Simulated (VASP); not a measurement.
# Hg (Fd-3m) in VASP: a series of runs, part 2 of 2

VASP 6.6.1.

**4. Single point, PBE (47.42 Å³/atom)**

This run uses another cell than the first one, of 47.42 Å³/atom.

Input file INCAR:

```
SYSTEM = Hg
  PREC = Accurate
  ENCUT = 520
  EDIFF = 1E-6
  ISMEAR = -1
  SIGMA = 0.05
  LREAL = .False.
  LASPH = .True.
  NELM = 60
  ALGO = Normal
  ISIF = 2
  LWAVE = .False.
  LCHARG = .False.
  GGA = PE
  NBANDS = 19
```

Input file KPOINTS:

```
regular mesh
0
Gamma
  11 11 11
  0 0 0
```

Input file POSCAR:

```
Hg
1.0
    0.0000000000      3.6194959833      3.6194959833
    3.6194959833      0.0000000000      3.6194959833
    3.6194959833      3.6194959833      0.0000000000
Hg
2
Direct
   -0.1250000000     -0.1250000000     -0.1250000000
    0.1250000000      0.1250000000      0.1250000000
```

Potentials or basis: VASP PAW PBE potentials, release 64 (Hg).

Launch:

```
> cat potpaw_PBE.64/Hg/POTCAR > POTCAR
> mpirun -np 1 vasp_std > vasp.out
```

OUTCAR:

```text
SYSTEM = Hg
   PREC = Accurate
   ENCUT = 520
   EDIFF = 1E-6
   ISMEAR = -1
   LREAL = .False.
   LASPH = .True.
   NELM = 60
   ISIF = 2
   GGA = PE

 ion  position               nearest neighbor table
   1  0.875  0.875  0.875-   2 3.13   2 3.13   2 3.13   2 3.13
   2  0.125  0.125  0.125-   1 3.13   1 3.13   1 3.13   1 3.13

  LATTYP: Found a face centered cubic cell.
 ALAT       =     7.2389919666

  Lattice vectors:

 A1 = (   0.0000000000,   3.6194959833,   3.6194959833)
 A2 = (   3.6194959833,   0.0000000000,   3.6194959833)
 A3 = (   3.6194959833,   3.6194959833,   0.0000000000)

Analysis of symmetry for initial positions (statically):
=====================================================================
 Subroutine PRICEL returns:
 Original cell was already a primitive cell.

 Routine SETGRP: Setting up the symmetry group for a
 face centered cubic supercell.

 Subroutine GETGRP returns: Found 48 space group operations
 (whereof 12 operations were pure point group operations)
 out of a pool of 48 trial point group operations.

The static configuration has the point symmetry D_3d.
 The point group associated with its full space group is O_h .

Analysis of symmetry for dynamics (positions and initial velocities):
=====================================================================
 Subroutine PRICEL returns:
 Original cell was already a primitive cell.

 Routine SETGRP: Setting up the symmetry group for a
 face centered cubic supercell.

 Subroutine GETGRP returns: Found 48 space group operations
 (whereof 12 operations were pure point group operations)
 out of a pool of 48 trial point group operations.

The dynamic configuration has the point symmetry D_3d.
 The point group associated with its full space group is O_h .

 Subroutine INISYM returns: Found 48 space group operations
 (whereof 12 operations are pure point group operations),
 and found     1 'primitive' translations

----------------------------------------------------------------------------------------

                                     Primitive cell

  volume of cell :      94.8362

  direct lattice vectors                    reciprocal lattice vectors
     0.000000000  3.619495983  3.619495983    -0.138140780  0.138140780  0.138140780
     3.619495983  0.000000000  3.619495983     0.138140780 -0.138140780  0.138140780
     3.619495983  3.619495983  0.000000000     0.138140780  0.138140780 -0.138140780

  length of vectors
     5.118740309  5.118740309  5.118740309     0.239266850  0.239266850  0.239266850

  position of ions in fractional coordinates (direct lattice)
     0.875000000  0.875000000  0.875000000
     0.125000000  0.125000000  0.125000000

  ion indices of the primitive-cell ions
   primitive index   ion index
                 1           1
                 2           2

----------------------------------------------------------------------------------------

 KPOINTS: regular mesh

Automatic generation of k-mesh.
 Grid dimensions read from file:
 generate k-points for:   11   11   11

 Generating k-lattice:

  Cartesian coordinates                     Fractional coordinates (reciprocal lattice)
    -0.012558253  0.012558253  0.012558253     0.090909091  0.000000000  0.000000000
     0.012558253 -0.012558253  0.012558253     0.000000000  0.090909091  0.000000000
     0.012558253  0.012558253 -0.012558253     0.000000000  0.000000000  0.090909091

  Length of vectors
     0.021751532  0.021751532  0.021751532

  Shift w.r.t. Gamma in fractional coordinates (k-lattice)
     0.000000000  0.000000000  0.000000000

 Subroutine IBZKPT returns following result:
 ===========================================

 Found     56 irreducible k-points:

 Following reciprocal coordinates:
            Coordinates               Weight
  0.000000  0.000000  0.000000      1.000000
  0.090909  0.000000  0.000000      8.000000
  0.181818  0.000000  0.000000      8.000000
  0.272727  0.000000  0.000000      8.000000
  0.363636  0.000000  0.000000      8.000000
  0.454545  0.000000  0.000000      8.000000
[... 16 lines left out ...]
 -0.272727  0.181818  0.000000     24.000000
 -0.181818  0.181818  0.000000     12.000000
 [... further k-points ...]
   k-points           NKPTS =     56   k-points in BZ     NKDIM =     56   number of bands    NBANDS=     19
   number of dos      NEDOS =    301   number of ions     NIONS =      2
   total plane-waves  NPLWV =  64000
   dimension x,y,z NGX =    40 NGY =   40 NGZ =   40
   dimension x,y,z NGXF=    80 NGYF=   80 NGZF=   80
   ions per type =               2
   NGX,Y,Z   is equivalent  to a cutoff of  12.99, 12.99, 12.99 a.u.
   NGXF,Y,Z  is equivalent  to a cutoff of  25.98, 25.98, 25.98 a.u.
 SYSTEM =  Hg
   PREC   = accura    normal or accurate (medium, high low for compatibility)
   ISTART =      0    job   : 0-new  1-cont  2-samecut
   ICHARG =      2    charge: 1-file 2-atom 10-const
   ISPIN  =      1    spin polarized calculation?
   LNONCOLLINEAR =      F non collinear calculations
   LSORBIT =      F    spin-orbit coupling
   LASPH  =      T    aspherical Exc in radial PAW
   ENCUT  =  520.0 eV  38.22 Ry    6.18 a.u.   9.52  9.52  9.52*2*pi/ulx,y,z
   NELM   =     60;   NELMIN=  2; NELMDL= -5     # of ELM steps
   EDIFF  = 0.1E-05   stopping-criterion for ELM
   LREAL  =      F    real-space projection
   EDIFFG = 0.1E-04   stopping-criterion for IOM
   NSW    =      0    number of steps for IOM
   IBRION =     -1    ionic relax: 0-MD 1-quasi-New 2-CG
   NFREE  =      0    steps in history (QN), initial steepest desc. (CG)
   ISIF   =      2    stress and relaxation
   ISYM   =      2    0-nonsym 1-usesym 2-fastsym
   POTIM  = 0.5000    time-step for ionic-motion
   TEBEG  =    0.0;   TEEND  =   0.0 temperature during run
   PSTRESS=    0.0 pullay stress
   NELECT =      24.0000    total number of electrons
   NUPDOWN=      -1.0000    fix difference up-down
   EMIN   =  10.00;   EMAX   =-10.00  energy-range for DOS
   EFERMI =   0.00;   METHOD = LEGACY
   ISMEAR =    -1;   SIGMA  =   0.05  broadening in eV -4-tet -1-fermi 0-gaus
   EFERMI_NEDOS =   21; number of points for ismear=-14 and -15
   IALGO  =     38    algorithm
   IMIX   =      4    mixing-type and parameters
     AMIX     =   0.40;   BMIX     =  1.00
     AMIX_MAG =   1.60;   BMIX_MAG =  1.00
  volume/ion in A,a.u.               =      47.42       319.99
  Fermi-wavevector in a.u.,A,eV,Ry     =   1.035509  1.956828 14.589236  1.072279
  Thomas-Fermi vector in A             =   2.169855
   LORBIT       =      0    0 simple, 1 ext, 2 COOP (PROOUT), +10 PAW based schemes
   GGA     = PE    functional components
   LHFCALC =     F    Hartree Fock is set to
   AEXX    =    0.0000 exact exchange contribution
   IVDW    =     0    specifies the selected vdW correction
   LEPSILON=     F    determine dielectric tensor
   LRPA    =     F    only Hartree local field effects (RPA)
 non-spin polarized calculation
  energy-cutoff  :      520.00
  volume of cell :       94.84
 maximum number of plane-waves:      2637
 NGX is ok and might be reduce to    40
   NGX = 19   NGY = 19   NGZ = 19

 number of electron      24.0000003 magnetization

 Free energy of the ion-electron system (eV)
  ---------------------------------------------------
  ext. energy  EPLUGINS =         0.00000000
  ---------------------------------------------------
  free energy    TOTEN  =        -0.19492002 eV

  energy without entropy =       -0.18927444  energy(sigma->0) =       -0.19209723

 E-fermi :  -0.0211     XC(G=0):  -7.0551

 val. band max:       -0.1857909535   @ k =   0.1818   0.0909   0.0000
 cond. band min:      -0.0019819590   @ k =  -0.3636   0.3636   0.0000
 fundamental gap:      0.1838089944
 Fermi energy:        -0.0210581823

 k-point     1 :       0.0000    0.0000    0.0000
  band No.  band energies     occupation
      1      -7.3444      2.00000
      2      -7.3444      2.00000
      3      -7.3444      2.00000
      4      -7.2979      2.00000
      5      -7.2979      2.00000
      6      -6.6932      2.00000
[... 11 lines left out ...]
     18       5.0104      0.00000
     19       5.7156      0.00000
[... 485 lines left out ...]
 k-point    24 :      -0.1818    0.1818    0.0000
  band No.  band energies     occupation
      1      -7.4393      2.00000
      2      -7.4070      2.00000
      3      -7.3319      2.00000
      4      -7.2081      2.00000
      5      -7.1201      2.00000
      6      -6.9555      2.00000
[... 11 lines left out ...]
     18       6.2830      0.00000
     19       8.1409      0.00000

 [... further k-points ...]

------------------------ aborting loop because EDIFF is reached ----------------------------------------

  FORCE on cell =-STRESS in cart. coord.  units (eV):
  Direction    XX          YY          ZZ          XY          YZ          ZX
  --------------------------------------------------------------------------------------
  -------------------------------------------------------------------------------------
  Total        0.1743590      0.1743590      0.1743590     -0.0000000      0.0000000      0.0000000
  in kB        2.9456473      2.9456473      2.9456473     -0.0000000      0.0000000      0.0000000
  external PRESSURE =       2.9456473 kB  Pullay stress =       0.0000000 kB

 VOLUME and BASIS-vectors are now :
 -----------------------------------------------------------------------------
  energy-cutoff  :      520.00
  volume of cell :       94.84
      direct lattice vectors                 reciprocal lattice vectors
     0.000000000  3.619495983  3.619495983    -0.138140780  0.138140780  0.138140780
     3.619495983  0.000000000  3.619495983     0.138140780 -0.138140780  0.138140780
     3.619495983  3.619495983  0.000000000     0.138140780  0.138140780 -0.138140780

 POSITION                                       TOTAL-FORCE (eV/Angst)
 -----------------------------------------------------------------------------------
      6.33412      6.33412      6.33412        -0.000000      0.000000      0.000000
      0.90487      0.90487      0.90487         0.000000     -0.000000     -0.000000
 -----------------------------------------------------------------------------------
    total drift:                                0.000000      0.000000     -0.000000

  FREE ENERGIE OF THE ION-ELECTRON SYSTEM (eV)
  ---------------------------------------------------
  free  energy   TOTEN  =        -0.1949200206 eV

  energy  without entropy=       -0.1892744441  energy(sigma->0) =       -0.19209723
```

Run time: 46 s. Hardware: 1 thread of AMD EPYC 9R45 (Zen 5), shared host; peak memory 0.24 GiB.

Results:

```
Free energy            : -0.1949 eV
Pressure               : 0.3 GPa
Band gap on the k mesh : zero (bands 12 and 13 overlap by 0.77 eV)
```

Caveat: spin-orbit coupling is left out, which moves the levels of the heavy elements.

**5. Single point, PBE (51.93 Å³/atom)**

This run uses another cell than the first one, of 51.93 Å³/atom.

INCAR, as its differences from that of step 4:

```diff
@@ -12,4 +12,6 @@
   LWAVE = .False.
-  LCHARG = .False.
+  LCHARG = .True.
   GGA = PE
+  LELF = .True.
+  LVHAR = .True.
   NBANDS = 19
```

Input file KPOINTS:

```
Automatic mesh
0
Gamma
  11 11 11
  0 0 0
```

Input file POSCAR:

```
Hg
1.0
    0.0000000000      3.7309343978      3.7309343978
    3.7309343978      0.0000000000      3.7309343978
    3.7309343978      3.7309343978      0.0000000000
Hg
2
Direct
   -0.1250000000     -0.1250000000     -0.1250000000
    0.1250000000      0.1250000000      0.1250000000
```

Launch:

```
> cat potpaw_PBE.64/Hg/POTCAR > POTCAR
> mpirun -np 1 vasp_std > vasp.out
```

Wall time 47 s (1 thread of AMD EPYC 9R45 (Zen 5), shared host); peak memory 0.25 GiB.

Results (log left out):

| Quantity | Value |
| --- | --- |
| Free energy | -0.2093 eV |
| Pressure | 0.2 GPa |
| Band gap on the k mesh | zero (bands 12 and 13 overlap by 0.10 eV) |

Levels at points of the mesh, in eV from the Fermi level:
| k point | band 10 | band 11 | band 12 | band 13 | band 14 | band 15 |
| --- | --- | --- | --- | --- | --- | --- |
| (0.00, 0.00, 0.00) | -6.50 | -6.36 | 0.22 | 3.41 | 3.41 | 3.41 |

Caveat: spin-orbit coupling is left out, which moves the levels of the heavy elements.

**6. Summary**

```csv
cell,gap on the mesh (eV),pressure (GPa)
"a = 4.951 Å, angles 60.0°, 2 atoms",none,0.5
"a = 5.119 Å, angles 60.0°, 2 atoms",none,0.3
"a = 5.276 Å, angles 60.0°, 2 atoms",none,0.2
```

Alike in all rows: task single point; level PBE; potentials or basis VASP PAW PBE potentials, release 64 (Hg); no spin polarisation; k mesh 11 × 11 × 11; cutoff (eV) 520; smearing fermi-dirac 0.05 eV.

Caveats: spin-orbit coupling is left out, which moves the levels of the heavy elements.

Total energies depend on the potentials used, so only differences within one code and one set of settings carry meaning.
